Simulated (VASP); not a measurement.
Runs of VASP 6.6.1 on MgS. The structure is that of space group Fm-3m (No. 225), or close to it. The cells are those of the table. 

```csv
level,cell,k mesh,smearing,grid for exact exchange (PRECFOCK),screening parameter,gap on the mesh (eV),pressure (GPa)
HSE06,"a = 3.679, b = 3.686, c = 3.686 Å, angles 59.9, 60.1, 60.1°, 2 atoms",6 × 6 × 6,gaussian 0.01 eV,Normal,0.2079 1/Å,3.73,-1.0
PBE,"a = 3.582, b = 3.582, c = 3.482 Å, angles 60.9, 60.9, 58.2°, 2 atoms",8 × 8 × 8,fermi-dirac 0.02 eV,-,-,(c),12.3
PBE,"a = 3.558 Å, angles 62.3°, 2 atoms",8 × 8 × 8,fermi-dirac 0.02 eV,-,-,2.52,5.3
PBE,"a = 3.679, b = 3.686, c = 3.686 Å, angles 59.9, 60.1, 60.1°, 2 atoms",8 × 8 × 8,fermi-dirac 0.02 eV,-,-,(b),(a)
r2SCAN,"a = 3.558 Å, angles 62.3°, 2 atoms",8 × 8 × 8,gaussian 0.01 eV,-,-,3.16,4.1
```

Alike in all rows: task single point; potentials or basis VASP PAW PBE potentials, release 64 (Mg, S); no spin polarisation; cutoff (eV) 520.

Task: Estimate the missing entries.

Result: (a) 0.6; (b) 2.75; (c) 2.79.

Caveats: the PAW data sets were made with another functional, which shifts forces and pressure a little (some runs).

A k mesh can miss the band edges.
